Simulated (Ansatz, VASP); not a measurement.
# One calculation of GaSb, two programs

```
Sb Ga
1.0
     0.00000    2.99655    2.99655
     2.99655    0.00000    2.99655
     2.99655    2.99655    0.00000
Sb Ga
1 1
Direct
  0.75000 0.75000 0.75000
  0.00000 0.00000 0.00000
```

Alike in both runs: task single point; functional BHLYP; k mesh 4 × 4 × 4; occupations fermi-dirac, width 0.05 eV; no spin polarisation.

|  | VASP | Ansatz |
| --- | --- | --- |
| version | VASP 6.6.1 | Ansatz 0.2.0 |
| potentials or method | VASP PAW PBE potentials, release 64 (Sb, Ga_d) | Ansatz PAW |
| plane-wave cutoff (eV) | 520 | 420 |
| valence electrons in the cell | 18 | 28 |

|  | VASP | Ansatz | Ansatz less VASP |
| --- | --- | --- | --- |
| gap on the k mesh at the Fermi level (eV) | 3.67 | 3.31 | -0.359 |
| least direct gap on the mesh (eV) | 3.94 | 3.55 | -0.387 |
| pressure (GPa) | 3.5 | 6.1 | +2.52 |

VASP's potentials were made for PBE, not for BHLYP. One of these differences is far larger than is usual between the two programs; its cause wasn't traced. With one functional, cell and mesh, what is left measures potentials, basis and numerics. VASP's potentials hold 18 valence electrons a cell and Ansatz's 28, so a difference there can come from the potentials and not from the codes.

The k mesh is coarse, so the values compare programs but aren't converged. Spin-orbit coupling is off throughout.
